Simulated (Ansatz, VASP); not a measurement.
# One calculation of Se, two programs

```
Se
1.0
     4.03897    0.00000    0.00000
    -2.01949    3.49785    0.00000
     0.00000    0.00000    5.12083
Se
3
Direct
  0.24868 0.00000 0.33333
  0.00000 0.24868 0.66667
  0.75132 0.75132 0.00000
```

Alike in both runs: task single point; functional PBEsol; k mesh 9 × 9 × 7; occupations fermi-dirac, width 0.05 eV; no spin polarisation.

```csv
,VASP,Ansatz
version,VASP 6.6.1,Ansatz 0.2.0
potentials or method,"VASP PAW PBE potentials, release 64 (Se)","PAW with Ansatz's default frozen-core files, scalar-relativistic"
plane-wave cutoff (eV),520,420
valence electrons in the cell,18,48
```

|  | VASP | Ansatz | Ansatz less VASP |
| --- | --- | --- | --- |
| pressure (GPa) | 0.2 | 0.0 | -0.17 |
| traceless stress, the component that is largest in VASP (GPa) | 0.08 | 0.00 | -0.075 |
| rms of the force components (eV/Å) | 0.018 | 0.000 | -0.0178 |

VASP's potentials were made for PBE, not for PBEsol. Atom by atom the forces differ by 0.018 eV/Å (rms over components). With one functional, cell and mesh, what is left measures potentials, basis and numerics. VASP's potentials hold 18 valence electrons a cell and Ansatz's 48, so a difference there can come from the potentials and not from the codes.
